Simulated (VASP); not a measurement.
# Cd (Fm-3m) in VASP: further runs

The runs below take Cd through single point, relaxation of cell and atoms, with LDA.

Everything below comes from runs of VASP 6.6.1. Logs are shortened: lines on timing, memory, paths and dates and some standing lists are left out, and cuts for length are marked.

## (1) The cell of the first run

It takes space group Fm-3m (No. 225, cubic). Conventional cell: a = 4.223 Å, b = 4.223 Å, c = 4.223 Å, α = 90.00°, β = 90.00°, γ = 90.00°. Within 3.9 Å of Cd (site symmetry m-3m) lie 12 Cd at 2.99 Å.

This isn't the form of Cd at room conditions, which is hcp.

## (2) Single point, LDA

Input file INCAR:

```
  PREC = Accurate
  ENCUT = 630
  EDIFF = 1E-6
  ISMEAR = -1
  SIGMA = 0.05
  LREAL = F
  LASPH = T
  NELM = 120
  ALGO = Normal
  ISIF = 2
  LWAVE = F
  LCHARG = F
  NBANDS = 16
  GGA_COMPAT = F
```

Input file KPOINTS:

```
regular mesh
0
Gamma
  9 9 9
```

Input file POSCAR:

```
Cd
1.0
    0.0000000000      2.1112793951      2.1112793951
    2.1112793951      0.0000000000      2.1112793951
    2.1112793951      2.1112793951      0.0000000000
Cd
1
Direct
    0.0000000000      0.0000000000      0.0000000000
```

Potentials or basis: VASP PAW LDA potentials, release 64 (Cd_sv_GW).

Command:

```
$ cat potpaw_LDA.64/Cd_sv_GW/POTCAR > POTCAR
$ mpirun -np 1 vasp_std > vasp.out
```

OUTCAR:

```text
PREC = Accurate
   ENCUT = 630
   EDIFF = 1E-6
   ISMEAR = -1
   LREAL = F
   LASPH = T
   NELM = 120
   ISIF = 2

 ion  position               nearest neighbor table
   1  0.000  0.000  0.000-

  LATTYP: Found a face centered cubic cell.
 ALAT       =     4.2225587902

  Lattice vectors:

 A1 = (   0.0000000000,   2.1112793951,   2.1112793951)
 A2 = (   2.1112793951,   0.0000000000,   2.1112793951)
 A3 = (   2.1112793951,   2.1112793951,   0.0000000000)

Analysis of symmetry for initial positions (statically):
=====================================================================
 Subroutine PRICEL returns:
 Original cell was already a primitive cell.

 Routine SETGRP: Setting up the symmetry group for a
 face centered cubic supercell.

 Subroutine GETGRP returns: Found 48 space group operations
 (whereof 48 operations were pure point group operations)
 out of a pool of 48 trial point group operations.

The static configuration has the point symmetry O_h .

Analysis of symmetry for dynamics (positions and initial velocities):
=====================================================================
 Subroutine PRICEL returns:
 Original cell was already a primitive cell.

 Routine SETGRP: Setting up the symmetry group for a
 face centered cubic supercell.

 Subroutine GETGRP returns: Found 48 space group operations
 (whereof 48 operations were pure point group operations)
 out of a pool of 48 trial point group operations.

The dynamic configuration has the point symmetry O_h .

 Subroutine INISYM returns: Found 48 space group operations
 (whereof 48 operations are pure point group operations),
 and found     1 'primitive' translations

----------------------------------------------------------------------------------------

                                     Primitive cell

  volume of cell :      18.8221

  direct lattice vectors                    reciprocal lattice vectors
     0.000000000  2.111279395  2.111279395    -0.236823227  0.236823227  0.236823227
     2.111279395  0.000000000  2.111279395     0.236823227 -0.236823227  0.236823227
     2.111279395  2.111279395  0.000000000     0.236823227  0.236823227 -0.236823227

  length of vectors
     2.985799955  2.985799955  2.985799955     0.410189862  0.410189862  0.410189862

  position of ions in fractional coordinates (direct lattice)
     0.000000000  0.000000000  0.000000000

  ion indices of the primitive-cell ions
   primitive index   ion index
                 1           1

----------------------------------------------------------------------------------------

 KPOINTS: regular mesh

Automatic generation of k-mesh.
 Grid dimensions read from file:
 generate k-points for:    9    9    9

 Generating k-lattice:

  Cartesian coordinates                     Fractional coordinates (reciprocal lattice)
    -0.026313692  0.026313692  0.026313692     0.111111111  0.000000000  0.000000000
     0.026313692 -0.026313692  0.026313692     0.000000000  0.111111111  0.000000000
     0.026313692  0.026313692 -0.026313692     0.000000000  0.000000000  0.111111111

  Length of vectors
     0.045576651  0.045576651  0.045576651

  Shift w.r.t. Gamma in fractional coordinates (k-lattice)
     0.000000000  0.000000000  0.000000000

 Subroutine IBZKPT returns following result:
 ===========================================

 Found     35 irreducible k-points:

 Following reciprocal coordinates:
            Coordinates               Weight
  0.000000  0.000000  0.000000      1.000000
  0.111111  0.000000  0.000000      8.000000
  0.222222  0.000000  0.000000      8.000000
  0.333333  0.000000  0.000000      8.000000
  0.444444  0.000000  0.000000      8.000000
  0.111111  0.111111  0.000000      6.000000
[... 16 lines left out ...]
 -0.333333  0.333333  0.000000     12.000000
  0.444444  0.444444  0.000000      6.000000
 [... further k-points ...]
   k-points           NKPTS =     35   k-points in BZ     NKDIM =     35   number of bands    NBANDS=     16
   number of dos      NEDOS =    301   number of ions     NIONS =      1
   total plane-waves  NPLWV =  13824
   dimension x,y,z NGX =    24 NGY =   24 NGZ =   24
   dimension x,y,z NGXF=    48 NGYF=   48 NGZF=   48
   ions per type =               1
   NGX,Y,Z   is equivalent  to a cutoff of  13.36, 13.36, 13.36 a.u.
   NGXF,Y,Z  is equivalent  to a cutoff of  26.73, 26.73, 26.73 a.u.
 SYSTEM =  unknown system
   PREC   = accura    normal or accurate (medium, high low for compatibility)
   ISTART =      0    job   : 0-new  1-cont  2-samecut
   ICHARG =      2    charge: 1-file 2-atom 10-const
   ISPIN  =      1    spin polarized calculation?
   LNONCOLLINEAR =      F non collinear calculations
   LSORBIT =      F    spin-orbit coupling
   LASPH  =      T    aspherical Exc in radial PAW
   ENCUT  =  630.0 eV  46.30 Ry    6.80 a.u.   6.11  6.11  6.11*2*pi/ulx,y,z
   NELM   =    120;   NELMIN=  2; NELMDL= -5     # of ELM steps
   EDIFF  = 0.1E-05   stopping-criterion for ELM
   LREAL  =      F    real-space projection
   EDIFFG = 0.1E-04   stopping-criterion for IOM
   NSW    =      0    number of steps for IOM
   IBRION =     -1    ionic relax: 0-MD 1-quasi-New 2-CG
   NFREE  =      0    steps in history (QN), initial steepest desc. (CG)
   ISIF   =      2    stress and relaxation
   ISYM   =      2    0-nonsym 1-usesym 2-fastsym
   POTIM  = 0.5000    time-step for ionic-motion
   TEBEG  =    0.0;   TEEND  =   0.0 temperature during run
   PSTRESS=    0.0 pullay stress
   NELECT =      20.0000    total number of electrons
   NUPDOWN=      -1.0000    fix difference up-down
   EMIN   =  10.00;   EMAX   =-10.00  energy-range for DOS
   EFERMI =   0.00;   METHOD = LEGACY
   ISMEAR =    -1;   SIGMA  =   0.05  broadening in eV -4-tet -1-fermi 0-gaus
   EFERMI_NEDOS =   21; number of points for ismear=-14 and -15
   IALGO  =     38    algorithm
   IMIX   =      4    mixing-type and parameters
     AMIX     =   0.40;   BMIX     =  1.00
     AMIX_MAG =   1.60;   BMIX_MAG =  1.00
  volume/ion in A,a.u.               =      18.82       127.02
  Fermi-wavevector in a.u.,A,eV,Ry     =   1.670561  3.156903 37.970807  2.790776
  Thomas-Fermi vector in A             =   2.756038
   LORBIT       =      0    0 simple, 1 ext, 2 COOP (PROOUT), +10 PAW based schemes
   GGA     = CA    functional components
   LHFCALC =     F    Hartree Fock is set to
   AEXX    =    0.0000 exact exchange contribution
   IVDW    =     0    specifies the selected vdW correction
   LEPSILON=     F    determine dielectric tensor
   LRPA    =     F    only Hartree local field effects (RPA)
 non-spin polarized calculation
  energy-cutoff  :      630.00
  volume of cell :       18.82
 maximum number of plane-waves:       684
   NGX = 13   NGY = 13   NGZ = 13

 number of electron      20.0000002 magnetization

 Free energy of the ion-electron system (eV)
  ---------------------------------------------------
  ext. energy  EPLUGINS =         0.00000000
  ---------------------------------------------------
  free energy    TOTEN  =        -1.48943754 eV

  energy without entropy =       -1.48677477  energy(sigma->0) =       -1.48810616

 E-fermi :   7.6910     XC(G=0): -12.4772

 val. band max:        7.6111582424   @ k =  -0.4444   0.2222   0.0000
 cond. band min:       7.6987414601   @ k =   0.4444   0.0000   0.0000
 fundamental gap:      0.0875832177
 Fermi energy:         7.6910311082

 k-point     1 :       0.0000    0.0000    0.0000
  band No.  band energies     occupation
      1     -94.9350      2.00000
      2     -56.2689      2.00000
      3     -56.2689      2.00000
      4     -56.2689      2.00000
      5      -2.2796      2.00000
      6      -1.8184      2.00000
[... 8 lines left out ...]
     15      27.8370      0.00000
     16      27.8370      0.00000

 k-point     2 :       0.1111    0.0000    0.0000
  band No.  band energies     occupation
      1     -94.9342      2.00000
      2     -56.2771      2.00000
      3     -56.2703      2.00000
      4     -56.2703      2.00000
      5      -2.0444      2.00000
      6      -1.7545      2.00000
[... 8 lines left out ...]
     15      27.3186      0.00000
     16      27.9695      0.00000

 k-point     3 :       0.2222    0.0000    0.0000
  band No.  band energies     occupation
      1     -94.9324      2.00000
      2     -56.2975      2.00000
      3     -56.2735      2.00000
      4     -56.2735      2.00000
      5      -2.1847      2.00000
      6      -1.6798      2.00000
[... 8 lines left out ...]
     15      26.6675      0.00000
     16      27.1708      0.00000

 k-point     4 :       0.3333    0.0000    0.0000
  band No.  band energies     occupation
      1     -94.9303      2.00000
      2     -56.3206      2.00000
      3     -56.2772      2.00000
      4     -56.2772      2.00000
      5      -2.4142      2.00000
      6      -1.7358      2.00000
[... 8 lines left out ...]
     15      26.1602      0.00000
     16      26.1602      0.00000

 k-point     5 :       0.4444    0.0000    0.0000
  band No.  band energies     occupation
      1     -94.9290      2.00000
      2     -56.3358      2.00000
      3     -56.2796      2.00000
      4     -56.2796      2.00000
      5      -2.5611      2.00000
      6      -1.8054      2.00000
[... 8 lines left out ...]
     15      25.7180      0.00000
     16      25.7180      0.00000

 k-point     6 :       0.1111    0.1111    0.0000
  band No.  band energies     occupation
      1     -94.9340      2.00000
      2     -56.2768      2.00000
      3     -56.2723      2.00000
      4     -56.2723      2.00000
      5      -1.9295      2.00000
      6      -1.8642      2.00000
[... 8 lines left out ...]
     15      26.9467      0.00000
     16      28.6684      0.00000

 k-point     7 :       0.2222    0.1111    0.0000
  band No.  band energies     occupation
      1     -94.9325      2.00000
      2     -56.2920      2.00000
      3     -56.2760      2.00000
      4     -56.2748      2.00000
      5      -2.0676      2.00000
      6      -1.6731      2.00000
[... 8 lines left out ...]
     15      24.4975      0.00000
     16      28.3710      0.00000

 k-point     8 :       0.3333    0.1111    0.0000
  band No.  band energies     occupation
      1     -94.9305      2.00000
      2     -56.3134      2.00000
      3     -56.2798      2.00000
      4     -56.2789      2.00000
      5      -2.2682      2.00000
      6      -1.7273      2.00000
[... 8 lines left out ...]
     15      26.5451      0.00000
     16      27.9871      0.00000

 k-point     9 :       0.4444    0.1111    0.0000
  band No.  band energies     occupation
      1     -94.9289      2.00000
      2     -56.3304      2.00000
      3     -56.2832      2.00000
      4     -56.2818      2.00000
      5      -2.4208      2.00000
      6      -1.8430      2.00000
[... 8 lines left out ...]
     15      27.2492      0.00000
     16      27.4080      0.00000
[... 172 lines left out ...]
 k-point    19 :      -0.2222    0.2222    0.0000
  band No.  band energies     occupation
      1     -94.9296      2.00000
      2     -56.3151      2.00000
      3     -56.2935      2.00000
      4     -56.2777      2.00000
      5      -1.9643      2.00000
      6      -1.9235      2.00000
[... 8 lines left out ...]
     15      26.0936      0.00000
     16      28.4657      0.00000

 k-point    20 :       0.3333    0.3333    0.0000
  band No.  band energies     occupation
      1     -94.9288      2.00000
      2     -56.3187      2.00000
      3     -56.2895      2.00000
      4     -56.2895      2.00000
      5      -2.4999      2.00000
      6      -2.3193      2.00000
[... 8 lines left out ...]
     15      20.4193      0.00000
     16      33.5523      0.00000

 k-point    21 :       0.4444    0.3333    0.0000
  band No.  band energies     occupation
      1     -94.9276      2.00000
      2     -56.3267      2.00000
      3     -56.2955      2.00000
      4     -56.2922      2.00000
      5      -2.5498      2.00000
      6      -2.3993      2.00000
[... 8 lines left out ...]
     15      22.4127      0.00000
     16      32.2810      0.00000

 k-point    22 :      -0.4444    0.3333    0.0000
  band No.  band energies     occupation
      1     -94.9270      2.00000
      2     -56.3264      2.00000
      3     -56.3055      2.00000
      4     -56.2914      2.00000
      5      -2.4889      2.00000
      6      -2.1939      2.00000
[... 8 lines left out ...]
     15      26.0409      0.00000
     16      31.0957      0.00000

 k-point    23 :      -0.3333    0.3333    0.0000
  band No.  band energies     occupation
      1     -94.9272      2.00000
      2     -56.3165      2.00000
      3     -56.3163      2.00000
      4     -56.2875      2.00000
      5      -2.3187      2.00000
      6      -1.8143      2.00000
[... 8 lines left out ...]
     15      30.0635      0.00000
     16      30.0849      0.00000

 k-point    24 :       0.4444    0.4444    0.0000
  band No.  band energies     occupation
      1     -94.9270      2.00000
      2     -56.3329      2.00000
      3     -56.2954      2.00000
      4     -56.2954      2.00000
      5      -2.6874      2.00000
      6      -2.6166      2.00000
[... 8 lines left out ...]
     15      20.2484      0.00000
     16      33.2721      0.00000

 [... further k-points ...]

------------------------ aborting loop because EDIFF is reached ----------------------------------------

  FORCE on cell =-STRESS in cart. coord.  units (eV):
  Direction    XX          YY          ZZ          XY          YZ          ZX
  --------------------------------------------------------------------------------------
  -------------------------------------------------------------------------------------
  Total        0.5846176      0.5846176      0.5846176      0.0000000      0.0000000      0.0000000
  in kB       49.7640037     49.7640037     49.7640037      0.0000000      0.0000000      0.0000000
  external PRESSURE =      49.7640037 kB  Pullay stress =       0.0000000 kB

 VOLUME and BASIS-vectors are now :
 -----------------------------------------------------------------------------
  energy-cutoff  :      630.00
  volume of cell :       18.82
      direct lattice vectors                 reciprocal lattice vectors
     0.000000000  2.111279395  2.111279395    -0.236823227  0.236823227  0.236823227
     2.111279395  0.000000000  2.111279395     0.236823227 -0.236823227  0.236823227
     2.111279395  2.111279395  0.000000000     0.236823227  0.236823227 -0.236823227

 POSITION                                       TOTAL-FORCE (eV/Angst)
 -----------------------------------------------------------------------------------
      0.00000      0.00000      0.00000         0.000000      0.000000      0.000000
 -----------------------------------------------------------------------------------
    total drift:                               -0.000000     -0.000000      0.000000

  FREE ENERGIE OF THE ION-ELECTRON SYSTEM (eV)
  ---------------------------------------------------
  free  energy   TOTEN  =        -1.4894375417 eV

  energy  without entropy=       -1.4867747721  energy(sigma->0) =       -1.48810616
```

Wall time 11 s (1 thread of AMD EPYC 7R13 (Zen 3), shared host); peak memory 0.11 GiB.

Results:

| Quantity | Value |
| --- | --- |
| Free energy | -1.4894 eV |
| Pressure | 5.0 GPa |
| Band gap on the k mesh | zero (bands 10 and 11 overlap by 1.37 eV) |

Levels at points of the mesh, in eV from the Fermi level:
```tsv
k point	band 7	band 8	band 9	band 10	band 11	band 12	band 13	band 14
(0.00, 0.00, 0.00)	-9.51	-9.51	-8.88	-8.88	13.52	15.86	15.86	15.86
```

Caveat: the cell stands under pressure.

[end of part 1 of 2]

The gap in the log of VASP goes by the Fermi energy; the results here count the filled bands.